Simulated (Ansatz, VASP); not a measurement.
# Bi in VASP and in Ansatz

The input INCAR:

```
SYSTEM = Bi
PREC = Accurate
ENCUT = 520
EDIFF = 1E-6
ISMEAR = -1
SIGMA = 0.05
LREAL = .FALSE.
LASPH = .TRUE.
NELM = 60
ALGO = Normal
ISIF = 2
LWAVE = .FALSE.
LCHARG = .FALSE.
GGA = PE
NBANDS = 14
```

The input KPOINTS:

```
Automatic mesh
0
G
  16 16 16
  0 0 0
```

File POSCAR:

```
Bi
1.0
    0.0000000000      2.4935172559      2.4935172559
    2.4935172559      0.0000000000      2.4935172559
    2.4935172559      2.4935172559      0.0000000000
Bi
1
Direct
    0.0000000000      0.0000000000      0.0000000000
```

Input for Ansatz:

```yaml
crystal:
  lattice:
    - [0.0, 2.4935172559, 2.4935172559]
    - [2.4935172559, 0.0, 2.4935172559]
    - [2.4935172559, 2.4935172559, 0.0]
  atoms:
    - { symbol: Bi, position: [0.0, 0.0, 0.0] }
kpoints:
  mp_grid: { grid: [16, 16, 16] }
scf:
  occupations: { method: fermi_dirac, width: 0.05 }
hamiltonian:
  xc: pbe
  pseudopotentials: { kind: all_electron, lapw: { basis_error: 0.0005 } }
output:
  forces: true
  stress: true
  eigenvalues: true
```

Change from the starting cell: volume scaled by 0.975.

Alike in both runs: task single point; functional PBE; k mesh 16 × 16 × 16; occupations fermi-dirac, width 0.05 eV; no spin polarisation.

|  | VASP | Ansatz |
| --- | --- | --- |
| version | VASP 6.6.1 | Ansatz 0.2.0 |
| potentials or method | VASP PAW PBE potentials, release 64 (Bi_d), cutoff 520 eV | all-electron LAPW, scalar-relativistic |

```tsv
	VASP	Ansatz	Ansatz less VASP
pressure (GPa)	1.3	1.4	+0.08
```

Ansatz ran all-electron here, and VASP with PAW potentials.

Spin-orbit coupling is off throughout.
